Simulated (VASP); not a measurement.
Write the native input for VASP 6.6.1 that does the following.

| Property | Result |
| --- | --- |
| Task | relaxation of cell and atoms |
| Functional | PBE |
| Potentials or basis | VASP PAW PBE potentials, release 64 (Al, Fe, Co) |
| Cutoff | 600 eV |
| k mesh | 10 × 10 × 10 |
| Occupations | gaussian, width 0.1 eV |
| Spin | no spin polarisation |
| Dipole correction | no |
| Further INCAR settings | ALGO = Fast; EDIFF = 1e-06; IBRION = 2; EDIFFG = -0.01; NSW = 100; ISIF = 3 |

The structure of Al4FeCo3 lies in POSCAR:

```
Al4FeCo3
1.0
   -2.8541907000      2.8541907000      2.8541907000
    2.8541907000     -2.8541907000      2.8541907000
    2.8541907000      2.8541907000     -2.8541907000
Al Fe Co
4 1 3
Direct
    0.0000000000      0.5000000000      0.0000000000
    0.5000000000      0.5000000000      0.5000000000
    0.0000000000      0.0000000000      0.5000000000
    0.5000000000      0.0000000000      0.0000000000
    0.0000000000      0.0000000000      0.0000000000
    0.5000000000      0.0000000000      0.5000000000
    0.5000000000      0.5000000000      0.0000000000
    0.0000000000      0.5000000000      0.5000000000
```

These files were run (other wordings do the same):

INCAR

```
ALGO = Fast
EDIFF = 1E-6
EDIFFG = -0.01
ENCUT = 600
GGA = PE
IBRION = 2
ISIF = 3
ISMEAR = 0
LASPH = True
LCHARG = False
LREAL = False
LWAVE = False
NELM = 60
NSW = 100
PREC = Accurate
SIGMA = 0.1
```

KPOINTS

```
k-points
0
Gamma
  10 10 10
```

Potentials or basis: VASP PAW PBE potentials, release 64 (Al, Fe, Co).

The run is started by

```sh
$ cat potpaw_PBE.64/Al/POTCAR potpaw_PBE.64/Fe/POTCAR potpaw_PBE.64/Co/POTCAR > POTCAR
$ mpirun -np 1 vasp_std > vasp.out
```

It gave:

| Item | Value |
| --- | --- |
| Relaxed volume | 11.62 Å³/atom |
| Relaxed cell | a = 4.943 Å, b = 4.943 Å, c = 4.943 Å, α = 109.47°, β = 109.47°, γ = 109.47° |
| Space group after relaxing (to 0.1 Å) | Im-3m (No. 229) |
| Energy gained by relaxing | 0.0 meV/atom |
| Ionic steps | 3 |
| Pressure after relaxing | 0.0 GPa |
| Band gap on the k mesh | zero (an odd number of electrons rules out a gap without spin polarisation) |

Caveat: the run has no spin polarisation, though such a crystal can be magnetic.

Run time: 7.9 min on 1 thread of AMD EPYC 9R14 (Zen 4), on a shared host, peak memory 0.32 GiB.
